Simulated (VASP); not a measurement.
Runs of VASP 6.6.1 on Co. The structure is that of space group P6_3/mmc (No. 194), or close to it. The cells are those of the table. 

```tsv
task	level	potentials or basis	fixed moment (μB)	cell	k mesh	cutoff (eV)	smearing	gap on the mesh (eV)	pressure (GPa)	moment (μB)	relaxed volume (Å³/atom)
relaxation of cell and atoms	BLYP	VASP PAW PBE potentials, release 64 (Co)	-	relaxed from a = 2.472, b = 2.472, c = 4.021 Å, angles 90.0, 90.0, 120.0°, 2 atoms	12 × 12 × 7	600	fermi-dirac 0.05 eV	none	0.1	3.25	11.34
single point	PBE	VASP PAW PBE potentials, release 64 (Co)	-	a = 2.472, b = 2.472, c = 4.021 Å, angles 90.0, 90.0, 120.0°, 2 atoms	12 × 12 × 7	520	gaussian 0.013 eV	none	(a)	3.22	-
single point	LDA	VASP PAW LDA potentials, release 64 (Co)	-	a = 2.428, b = 2.428, c = 3.917 Å, angles 90.0, 90.0, 120.0°, 2 atoms	12 × 12 × 7	520	fermi-dirac 0.05 eV	none	-1.0	2.96	-
single point	BLYP+D4	VASP PAW PBE potentials, release 64 (Co)	-	a = 2.455, b = 2.455, c = 3.994 Å, angles 90.0, 90.0, 120.0°, 2 atoms	12 × 12 × 7	520	fermi-dirac 0.05 eV	none	(c)	(d)	-
relaxation of cell and atoms	r2SCAN	VASP PAW PBE potentials, release 64 (Co)	-	relaxed to 10 GPa from a = 2.472, b = 2.472, c = 4.021 Å, angles 90.0, 90.0, 120.0°, 2 atoms	12 × 12 × 7	600	fermi-dirac 0.05 eV	none	10.1	3.43	-
single point	PBE	VASP PAW PBE potentials, release 64 (Co)	-	a = 2.472, b = 2.472, c = 4.021 Å, angles 90.0, 90.0, 120.0°, 2 atoms	12 × 12 × 7	520	gaussian 0.024 eV	none	3.9	3.21	-
single point	PBEsol	VASP PAW PBE potentials, release 64 (Co)	8.0	a = 2.472, b = 2.472, c = 4.021 Å, angles 90.0, 90.0, 120.0°, 2 atoms	10 × 10 × 6	520	fermi-dirac 0.05 eV	-	108.8	8.00	-
single point	r2SCAN	VASP PAW PBE potentials, release 64 (Co)	-	a = 2.520, b = 2.520, c = 4.100 Å, angles 90.0, 90.0, 120.0°, 2 atoms	12 × 12 × 7	660	fermi-dirac 0.05 eV	none	(b)	3.58	-
relaxation of cell and atoms	PBEsol+D3(BJ)	VASP PAW PBE potentials, release 64 (Co)	-	relaxed from a = 2.472, b = 2.472, c = 4.021 Å, angles 90.0, 90.0, 120.0°, 2 atoms	12 × 12 × 7	600	fermi-dirac 0.05 eV	none	0.0	3.03	10.05
single point	PBE	VASP PAW PBE potentials, release 64 (Co)	-	a = 2.472, b = 2.472, c = 4.021 Å, angles 90.0, 90.0, 120.0°, 2 atoms	12 × 12 × 7	520	gaussian 0.022 eV	none	3.9	3.21	-
single point	PBEsol	VASP PAW PBE potentials, release 64 (Co)	1.0	a = 2.472, b = 2.472, c = 4.021 Å, angles 90.0, 90.0, 120.0°, 2 atoms	10 × 10 × 6	520	fermi-dirac 0.05 eV	-	-17.1	1.00	-
single point	PBEsol	VASP PAW PBE potentials, release 64 (Co)	5.0	a = 2.472, b = 2.472, c = 4.021 Å, angles 90.0, 90.0, 120.0°, 2 atoms	10 × 10 × 6	520	fermi-dirac 0.05 eV	-	17.8	5.00	-
```

Alike in all rows: spin collinear, ferromagnetic start.

Task: Estimate the missing entries.

Result: (a) 4.0; (b) -11.9; (c) 5.4; (d) 3.05.

Caveats: the PAW data sets were made with another functional, which shifts forces and pressure a little (at least some runs); the cell stands under pressure (at least some runs); the total moment is fixed, so each spin has its own Fermi level (at least some runs); the cell stands under tension (at least some runs); the cell is relaxed towards a set pressure, so the run minimises the enthalpy, not the energy (at least some runs).

A gap of «none» marks levels without a gap at the run's occupations.
